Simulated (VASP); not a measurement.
Crystal: AlNi.

```
Ni Al
1.0
     1.93869   -1.95319    0.00000
     1.93869    1.95319    0.00000
     0.00000    0.00000    3.09943
Ni Al
1 1
Direct
  0.50000 0.50000 0.50000
  0.00000 0.00000 0.00000
```

Base run:

* Program: VASP 6.6.1
* Functional: PBEsol
* Potentials or basis: VASP PAW PBE potentials, release 64 (Ni, Al)
* Cutoff: 520 eV
* k mesh: 8 × 8 × 7
* Occupations: fermi-dirac, width 0.05 eV
* Spin: collinear spin, ferromagnetic start
* Starting moments: [0.5, 0.0] μB
* Fixed moment: 0.5 μB

Its results: pressure 1.3 GPa; site moments Ni +0.39; Al +0.03 μB.

Q: The run is repeated on the same cell with these changes: fixed moment from 0.5 μB to 0.2 μB; moments at the start from [0.5, 0.0] to [0.2, 0.0]. What comes out?

A: Pressure 0.8 GPa; site moments Ni +0.16; Al +0.01 μB.

Caveats: the PAW data sets were made with another functional, which shifts forces and pressure a little; the total moment is fixed, so each spin has its own Fermi level.
